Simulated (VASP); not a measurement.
# AlN (P6_3mc) in VASP: notebook

Runs on AlN. Level: LDA. Tasks: single point, relaxation of cell and atoms.

Everything below comes from runs of VASP 6.6.1. Logs are shortened: lines on timing, memory, paths and dates and some standing lists are left out, and cuts for length are marked.

**1. The cell of the first run**

It takes space group P6_3mc (No. 186, hexagonal). The conventional cell has a = 3.089 Å, b = 3.089 Å, c = 4.943 Å, α = 90.00°, β = 90.00°, γ = 120.00°. Al (site symmetry 3m) has 4 N at 1.88 to 1.89 Å within 2.5 Å. N (site symmetry 3m) has 4 Al at 1.88 to 1.89 Å within 2.5 Å.

**2. Single point, LDA**

File INCAR:

```
SYSTEM = AlN
  PREC = Accurate
  ENCUT = 520
  EDIFF = 1E-6
  ISMEAR = 0
  SIGMA = 0.02
  LREAL = .False.
  LASPH = .True.
  NELM = 100
  ALGO = Normal
  ISIF = 2
  LWAVE = .False.
  LCHARG = .False.
  NBANDS = 16
```

File KPOINTS:

```
regular mesh
0
Gamma
  12 12 6
  0 0 0
```

File POSCAR:

```
AlN
1.0
    3.0887789116      0.0000000000      0.0000000000
   -1.5443894558      2.6749610042      0.0000000000
    0.0000000000      0.0000000000      4.9433095526
Al N
2 2
Direct
    0.6666666667      0.3333333333      0.4990090971
    0.3333333333      0.6666666667      0.9990090971
    0.6666666667      0.3333333333      0.8809909029
    0.3333333333      0.6666666667      0.3809909029
```

Potentials or basis: VASP PAW LDA potentials, release 64 (Al, N).

The run is started by

```
$ cat potpaw_LDA.64/Al/POTCAR potpaw_LDA.64/N/POTCAR > POTCAR
$ mpirun -np 1 vasp_std > vasp.out
```

OUTCAR:

```text
SYSTEM = AlN
   PREC = Accurate
   ENCUT = 520
   EDIFF = 1E-6
   ISMEAR = 0
   LREAL = .False.
   LASPH = .True.
   NELM = 100
   ISIF = 2

 ion  position               nearest neighbor table
   1  0.667  0.333  0.499-   4 1.88   4 1.88   4 1.88   3 1.89   2 3.05   2 3.05   2 3.05   2 3.05
                             2 3.05   2 3.05
   2  0.333  0.667  0.999-   3 1.88   3 1.88   3 1.88   4 1.89   1 3.05   1 3.05   1 3.05   1 3.05
                             1 3.05   1 3.05
   3  0.667  0.333  0.881-   2 1.88   2 1.88   2 1.88   1 1.89
   4  0.333  0.667  0.381-   1 1.88   1 1.88   1 1.88   2 1.89

  LATTYP: Found a hexagonal cell.
 ALAT       =     3.0887789116
 C/A-ratio  =     1.6004089946

  Lattice vectors:

 A1 = (   3.0887789116,   0.0000000000,   0.0000000000)
 A2 = (  -1.5443894558,   2.6749610042,   0.0000000000)
 A3 = (   0.0000000000,   0.0000000000,   4.9433095526)

Analysis of symmetry for initial positions (statically):
=====================================================================
 Subroutine PRICEL returns:
 Original cell was already a primitive cell.

 Routine SETGRP: Setting up the symmetry group for a
 hexagonal supercell.

 Subroutine GETGRP returns: Found 12 space group operations
 (whereof  6 operations were pure point group operations)
 out of a pool of 24 trial point group operations.

The static configuration has the point symmetry C_3v.
 The point group associated with its full space group is C_6v.

Analysis of symmetry for dynamics (positions and initial velocities):
=====================================================================
 Subroutine PRICEL returns:
 Original cell was already a primitive cell.

 Routine SETGRP: Setting up the symmetry group for a
 hexagonal supercell.

 Subroutine GETGRP returns: Found 12 space group operations
 (whereof  6 operations were pure point group operations)
 out of a pool of 24 trial point group operations.

The dynamic configuration has the point symmetry C_3v.
 The point group associated with its full space group is C_6v.

 Subroutine INISYM returns: Found 12 space group operations
 (whereof  6 operations are pure point group operations),
 and found     1 'primitive' translations

----------------------------------------------------------------------------------------

                                     Primitive cell

  volume of cell :      40.8434

  direct lattice vectors                    reciprocal lattice vectors
     3.088778912  0.000000000  0.000000000     0.323752534  0.186918613  0.000000000
    -1.544389456  2.674961004  0.000000000     0.000000000  0.373837225  0.000000000
     0.000000000  0.000000000  4.943309553     0.000000000  0.000000000  0.202293623

  length of vectors
     3.088778912  3.088778912  4.943309553     0.373837225  0.373837225  0.202293623

  position of ions in fractional coordinates (direct lattice)
     0.666666667  0.333333333  0.499009097
     0.333333333  0.666666667  0.999009097
     0.666666667  0.333333333  0.880990903
     0.333333333  0.666666667  0.380990903

  ion indices of the primitive-cell ions
   primitive index   ion index
                 1           1
                 2           2
                 3           3
                 4           4

----------------------------------------------------------------------------------------

 KPOINTS: regular mesh

Automatic generation of k-mesh.
 Grid dimensions read from file:
 generate k-points for:   12   12    6

 Generating k-lattice:

  Cartesian coordinates                     Fractional coordinates (reciprocal lattice)
     0.026979378  0.015576551  0.000000000     0.083333333  0.000000000  0.000000000
     0.000000000  0.031153102  0.000000000     0.000000000  0.083333333  0.000000000
     0.000000000  0.000000000  0.033715604     0.000000000  0.000000000  0.166666667

  Length of vectors
     0.031153102  0.031153102  0.033715604

  Shift w.r.t. Gamma in fractional coordinates (k-lattice)
     0.000000000  0.000000000  0.000000000

 Subroutine IBZKPT returns following result:
 ===========================================

 Found     76 irreducible k-points:

 Following reciprocal coordinates:
            Coordinates               Weight
  0.000000  0.000000  0.000000      1.000000
  0.083333 -0.000000  0.000000      6.000000
  0.166667 -0.000000  0.000000      6.000000
  0.250000 -0.000000  0.000000      6.000000
  0.333333 -0.000000  0.000000      6.000000
  0.416667 -0.000000  0.000000      6.000000
[... 16 lines left out ...]
  0.250000 -0.000000  0.166667     12.000000
  0.333333 -0.000000  0.166667     12.000000
 [... further k-points ...]
   k-points           NKPTS =     76   k-points in BZ     NKDIM =     76   number of bands    NBANDS=     16
   number of dos      NEDOS =    301   number of ions     NIONS =      4
   total plane-waves  NPLWV =  23040
   dimension x,y,z NGX =    24 NGY =   24 NGZ =   40
   dimension x,y,z NGXF=    48 NGYF=   48 NGZF=   80
   ions per type =               2   2
   NGX,Y,Z   is equivalent  to a cutoff of  12.92, 12.92, 13.45 a.u.
   NGXF,Y,Z  is equivalent  to a cutoff of  25.83, 25.83, 26.90 a.u.
 SYSTEM =  AlN
   PREC   = accura    normal or accurate (medium, high low for compatibility)
   ISTART =      0    job   : 0-new  1-cont  2-samecut
   ICHARG =      2    charge: 1-file 2-atom 10-const
   ISPIN  =      1    spin polarized calculation?
   LNONCOLLINEAR =      F non collinear calculations
   LSORBIT =      F    spin-orbit coupling
   LASPH  =      T    aspherical Exc in radial PAW
   ENCUT  =  520.0 eV  38.22 Ry    6.18 a.u.   5.74  5.74  9.19*2*pi/ulx,y,z
   NELM   =    100;   NELMIN=  2; NELMDL= -5     # of ELM steps
   EDIFF  = 0.1E-05   stopping-criterion for ELM
   LREAL  =      F    real-space projection
   EDIFFG = 0.1E-04   stopping-criterion for IOM
   NSW    =      0    number of steps for IOM
   IBRION =     -1    ionic relax: 0-MD 1-quasi-New 2-CG
   NFREE  =      0    steps in history (QN), initial steepest desc. (CG)
   ISIF   =      2    stress and relaxation
   ISYM   =      2    0-nonsym 1-usesym 2-fastsym
   POTIM  = 0.5000    time-step for ionic-motion
   TEBEG  =    0.0;   TEEND  =   0.0 temperature during run
   PSTRESS=    0.0 pullay stress
   NELECT =      16.0000    total number of electrons
   NUPDOWN=      -1.0000    fix difference up-down
   EMIN   =  10.00;   EMAX   =-10.00  energy-range for DOS
   EFERMI =   0.00;   METHOD = LEGACY
   ISMEAR =     0;   SIGMA  =   0.02  broadening in eV -4-tet -1-fermi 0-gaus
   EFERMI_NEDOS =   21; number of points for ismear=-14 and -15
   IALGO  =     38    algorithm
   IMIX   =      4    mixing-type and parameters
     AMIX     =   0.40;   BMIX     =  1.00
     AMIX_MAG =   1.60;   BMIX_MAG =  1.00
  volume/ion in A,a.u.               =      10.21        68.91
  Fermi-wavevector in a.u.,A,eV,Ry     =   1.197864  2.263634 19.522698  1.434878
  Thomas-Fermi vector in A             =   2.333768
   LORBIT       =      0    0 simple, 1 ext, 2 COOP (PROOUT), +10 PAW based schemes
   GGA     = CA    functional components
   LHFCALC =     F    Hartree Fock is set to
   AEXX    =    0.0000 exact exchange contribution
   IVDW    =     0    specifies the selected vdW correction
   LEPSILON=     F    determine dielectric tensor
   LRPA    =     F    only Hartree local field effects (RPA)
 non-spin polarized calculation
 Gauss-broadening in eV      SIGMA  =   0.02
  energy-cutoff  :      520.00
  volume of cell :       40.84
 maximum number of plane-waves:      1124
 NGX is ok and might be reduce to    24
   NGX = 11   NGY = 11   NGZ = 19

 number of electron      15.9999997 magnetization

 Free energy of the ion-electron system (eV)
  ---------------------------------------------------
  ext. energy  EPLUGINS =         0.00000000
  ---------------------------------------------------
  free energy    TOTEN  =       -32.84105881 eV

  energy without entropy =      -32.84105881  energy(sigma->0) =      -32.84105881

 E-fermi :   6.2845     XC(G=0): -11.3432

 val. band max:        6.1147103600   @ k =   0.0000   0.0000   0.0000
 cond. band min:      10.5377877128   @ k =   0.0000   0.0000   0.0000
 fundamental gap:      4.4230773528
 Fermi energy:         6.2844709378

 k-point     1 :       0.0000    0.0000    0.0000
  band No.  band energies     occupation
      1      -9.0585      2.00000
      2      -6.7646      2.00000
      3      -0.0396      2.00000
      4       5.2246      2.00000
      5       5.2246      2.00000
      6       5.8862      2.00000
[... 8 lines left out ...]
     15      19.2374      0.00000
     16      19.2374      0.00000

 k-point     2 :       0.0833   -0.0000    0.0000
  band No.  band energies     occupation
      1      -8.9656      2.00000
      2      -6.7110      2.00000
      3       0.0681      2.00000
      4       4.8031      2.00000
      5       5.1034      2.00000
      6       5.4806      2.00000
[... 8 lines left out ...]
     15      19.2858      0.00000
     16      19.3074      0.00000

 k-point     3 :       0.1667   -0.0000    0.0000
  band No.  band energies     occupation
      1      -8.6947      2.00000
      2      -6.5641      2.00000
      3       0.3857      2.00000
      4       3.7769      2.00000
      5       4.6039      2.00000
      6       4.8203      2.00000
[... 8 lines left out ...]
     15      18.4789      0.00000
     16      18.8674      0.00000

 k-point     4 :       0.2500   -0.0000    0.0000
  band No.  band energies     occupation
      1      -8.2709      2.00000
      2      -6.3687      2.00000
      3       0.8948      2.00000
      4       2.5764      2.00000
      5       3.6238      2.00000
      6       4.4966      2.00000
[... 8 lines left out ...]
     15      18.2508      0.00000
     16      19.3705      0.00000
[... 324 lines left out ...]
 k-point    22 :       0.1667   -0.0000    0.1667
  band No.  band energies     occupation
      1      -8.5882      2.00000
      2      -6.7672      2.00000
      3       0.7080      2.00000
      4       3.8509      2.00000
      5       4.3667      2.00000
      6       4.8788      2.00000
[... 8 lines left out ...]
     15      18.6315      0.00000
     16      19.0093      0.00000

 k-point    23 :       0.2500   -0.0000    0.1667
  band No.  band energies     occupation
      1      -8.1714      2.00000
      2      -6.5388      2.00000
      3       1.0584      2.00000
      4       2.7512      2.00000
      5       3.4316      2.00000
      6       4.5645      2.00000
[... 8 lines left out ...]
     15      18.5119      0.00000
     16      19.4402      0.00000

 k-point    24 :       0.3333   -0.0000    0.1667
  band No.  band energies     occupation
      1      -7.6594      2.00000
      2      -6.3289      2.00000
      3       1.0815      2.00000
      4       2.0972      2.00000
      5       2.6959      2.00000
      6       4.2905      2.00000
[... 8 lines left out ...]
     15      18.5792      0.00000
     16      20.4086      0.00000

 [... further k-points ...]

------------------------ aborting loop because EDIFF is reached ----------------------------------------

  FORCE on cell =-STRESS in cart. coord.  units (eV):
  Direction    XX          YY          ZZ          XY          YZ          ZX
  --------------------------------------------------------------------------------------
  -------------------------------------------------------------------------------------
  Total        0.1555719      0.1555719      0.1510352      0.0000000      0.0000000     -0.0000000
  in kB        6.1026666      6.1026666      5.9247022      0.0000000      0.0000000     -0.0000000
  external PRESSURE =       6.0433451 kB  Pullay stress =       0.0000000 kB

 VOLUME and BASIS-vectors are now :
 -----------------------------------------------------------------------------
  energy-cutoff  :      520.00
  volume of cell :       40.84
      direct lattice vectors                 reciprocal lattice vectors
     3.088778912  0.000000000  0.000000000     0.323752534  0.186918613  0.000000000
    -1.544389456  2.674961004  0.000000000     0.000000000  0.373837225  0.000000000
     0.000000000  0.000000000  4.943309553     0.000000000  0.000000000  0.202293623

 POSITION                                       TOTAL-FORCE (eV/Angst)
 -----------------------------------------------------------------------------------
      1.54439      0.89165      2.46676         0.000000      0.000000     -0.000595
     -0.00000      1.78331      4.93841         0.000000     -0.000000     -0.000595
      1.54439      0.89165      4.35501        -0.000000      0.000000      0.000595
     -0.00000      1.78331      1.88336         0.000000      0.000000      0.000595
 -----------------------------------------------------------------------------------
    total drift:                               -0.000000      0.000000     -0.000711

  FREE ENERGIE OF THE ION-ELECTRON SYSTEM (eV)
  ---------------------------------------------------
  free  energy   TOTEN  =       -32.8410588147 eV

  energy  without entropy=      -32.8410588147  energy(sigma->0) =      -32.84105881
```

Wall time 46 s (1 thread of Intel Xeon 8259CL, shared host); peak memory 0.16 GiB.

What came out:

| Item | Value |
| --- | --- |
| Free energy | -32.8411 eV |
| Pressure | 0.6 GPa |
| Band gap on the k mesh | 4.42 eV |

A k mesh can miss the band edges.

**3. Relaxation of cell and atoms, LDA**

This run uses another cell than the first one, of 10.63 Å³/atom.

File INCAR:

```
SYSTEM = AlN
PREC = Accurate
ENCUT = 600
EDIFF = 1E-7
ISMEAR = 0
SIGMA = 0.02
LREAL = .False.
LASPH = .True.
NELM = 100
ALGO = Normal
ISIF = 3
LWAVE = .False.
LCHARG = .False.
GGA = CA
IBRION = 2
NSW = 100
EDIFFG = -0.005
```

File KPOINTS:

```
Automatic mesh
0
Gamma
  12 12 6
  0 0 0
```

File POSCAR:

```
AlN
1.0
    3.1285881400      0.0000000000      0.0000000000
   -1.5642940700      2.7094368000      0.0000000000
    0.0000000000      0.0000000000      5.0169550000
Al N
2 2
Direct
    0.6666666700      0.3333333300      0.4992870000
    0.3333333300      0.6666666700      0.9992870000
    0.6666666700      0.3333333300      0.8807130000
    0.3333333300      0.6666666700      0.3807130000
```

Potentials or basis: VASP PAW LDA potentials, release 64 (Al, N).

The run is started by

```
$ cat potpaw_LDA.64/Al/POTCAR potpaw_LDA.64/N/POTCAR > POTCAR
$ mpirun -np 1 vasp_std > vasp.out
```

Run time: 3.8 min. Hardware: 1 thread of Intel Xeon 8259CL, shared host; peak memory 0.18 GiB.

The run converged. Its results:

```
Free energy                           : -32.8444 eV
Relaxed volume                        : 10.24 Å³/atom
Relaxed cell                          : a = 3.091 Å, b = 3.091 Å, c = 4.948 Å, α = 90.00°, β = 90.00°, γ = 120.00°
Space group after relaxing (to 0.1 Å) : P6_3mc (No. 186)
Energy gained by relaxing             : 9.5 meV/atom
Ionic steps                           : 8
Pressure after relaxing               : 0.0 GPa
Band gap on the k mesh                : 4.40 eV
```

The path:
```tsv
step	energy change (eV)	largest force (eV/Å)	pressure (GPa)	volume (Å³)
1	0.0000	0.0034	-7.44	42.53
2	-0.0050	0.0240	7.78	39.56
3	-0.0378	0.0106	-0.04	40.96
4	-0.0378	0.0109	0.11	40.93
5	-0.0379	0.0149	0.12	40.92
6	-0.0379	0.0169	0.12	40.92
7	-0.0379	0.0085	-0.12	40.96
8	-0.0379	0.0016	-0.02	40.95
```

Final structure:
```
Al N
1.0
     3.09119    0.00000    0.00000
    -1.54560    2.67705    0.00000
     0.00000    0.00000    4.94803
Al N
2 2
Direct
  0.66667 0.33333 0.49904
  0.33333 0.66667 0.99904
  0.66667 0.33333 0.88096
  0.33333 0.66667 0.38096
```

Levels at points of the mesh, in eV from the valence-band top:
```tsv
k point	band 5	band 6	band 7	band 8	band 9	band 10	band 11	band 12
(0.00, 0.00, 0.00)	-0.89	-0.23	-0.23	0.00	4.40	6.71	10.64	11.08
(0.50, 0.00, 0.00)	-3.43	-2.14	-1.84	-0.71	5.72	5.72	8.25	10.28
(0.00, 0.00, 0.50)	-0.57	-0.57	-0.57	-0.57	6.59	6.59	10.30	10.30
(0.50, 0.00, 0.50)	-1.51	-1.51	-1.40	-1.40	5.25	5.25	9.19	9.19
```
